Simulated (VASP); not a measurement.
A run of VASP 6.6.1 is set up as follows.

File INCAR:

```
PREC     = Accurate       # precision mode
ENCUT    = 520            # plane-wave cutoff, eV
EDIFF    = 1E-7           # SCF threshold, eV
ISMEAR   = -1             # smearing method
SIGMA    = 0.05           # smearing width, eV
LREAL    = F              # projectors in reciprocal space
LASPH    = T              # aspherical terms in the spheres
NELM     = 150            # most SCF steps
ALGO     = Normal         # electronic algorithm
ISIF     = 2              # what is computed and relaxed
LWAVE    = F              # write WAVECAR
LCHARG   = F              # write CHGCAR
LMAXMIX  = 4              # l up to which the mixer works
LDAU     = T              # DFT+U
LDAUTYPE = 2            
LDAUL    = 2 -1           # shell
LDAUU    = 6 0            # U, eV
LDAUJ    = 0 0          
LDAUPRINT= 1            
GGA      = PS             # functional
NBANDS   = 24             # bands
```

Contents of KPOINTS:

```
Automatic mesh
0
Gamma
  9 9 5
```

The input POSCAR:

```
ZrC
1.0
    3.3914762718      0.0000000000      0.0000000000
   -1.6957381359      2.9371046077      0.0000000000
    0.0000000000      0.0000000000      5.2900530000
Zr C
2 2
Direct
    0.6666666667      0.3333333333      0.7500000000
    0.3333333333      0.6666666667      0.2500000000
    0.0000000000      0.0000000000      0.5000000000
    0.0000000000      0.0000000000      0.0000000000
```

Potentials or basis: VASP PAW PBE potentials, release 64 (Zr_sv, C).

Command:

```console
$ cat potpaw_PBE.64/Zr_sv/POTCAR potpaw_PBE.64/C/POTCAR > POTCAR
$ mpirun -np 1 vasp_std > vasp.out
```

Question: Predict the pressure.

Answer: 9.3 GPa.

Question: Estimate the band gap on the k mesh.

Answer: Zero (bands 16 and 17 overlap by 1.33 eV).

Eigenvalues of the final occupation matrices:
```
    site  spin  trace               eigenvalues
site 1 d     1   0.70  0.10 0.13 0.13 0.17 0.17
site 1 d     2   0.70  0.10 0.13 0.13 0.17 0.17
site 2 d     1   0.70  0.10 0.13 0.13 0.17 0.17
site 2 d     2   0.70  0.10 0.13 0.13 0.17 0.17
```

Caveat: the cell stands under pressure; the PAW data sets were made with another functional, which shifts forces and pressure a little; U without spin polarisation on a metal has little footing; the U is typed as a test and isn't derived for this compound.
